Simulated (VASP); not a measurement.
Here is a VASP 6.6.1 calculation.

The input INCAR:

```
ALGO = Normal
EDIFF = 1E-6
ENCUT = 600
GGA = PE
GGA_COMPAT = False
ISIF = 2
ISMEAR = 0
LASPH = True
LCHARG = False
LREAL = False
LWAVE = False
NBANDS = 11
NELM = 120
PREC = Accurate
SIGMA = 0.02
```

File KPOINTS:

```
k-points
0
Gamma
  10 10 10
```

The input POSCAR:

```
AlN
1.0
    0.0000000000      2.0345180000      2.0345180000
    2.0345180000      0.0000000000      2.0345180000
    2.0345180000      2.0345180000      0.0000000000
Al N
1 1
Direct
    0.5000000000      0.5000000000      0.5000000000
    0.0067092058     -0.1012475682      0.1452727378
```

Potentials or basis: VASP PAW PBE potentials, release 64 (Al, N).

The run is started by

```console
$ cat potpaw_PBE.64/Al/POTCAR potpaw_PBE.64/N/POTCAR > POTCAR
$ mpirun -np 1 vasp_std > vasp.out
```

Task: What does it give for the band gap on the k mesh?

Result: 3.95 eV, indirect (least direct gap 5.06 eV).

Task: What does it give for the pressure?

Result: 21.9 GPa.

Task: Estimate the largest force.

Result: 3.439 eV/Å.

Forces on the atoms (eV/Å):
```
Al   0.230  3.301 -0.935
N   -0.230 -3.301  0.935
```

Caveat: the cell differs from its parent crystal (one atom moved); forces of over 1 eV/Å act on the atoms, so gaps and moduli don't describe the material at rest. A k mesh can miss the band edges.
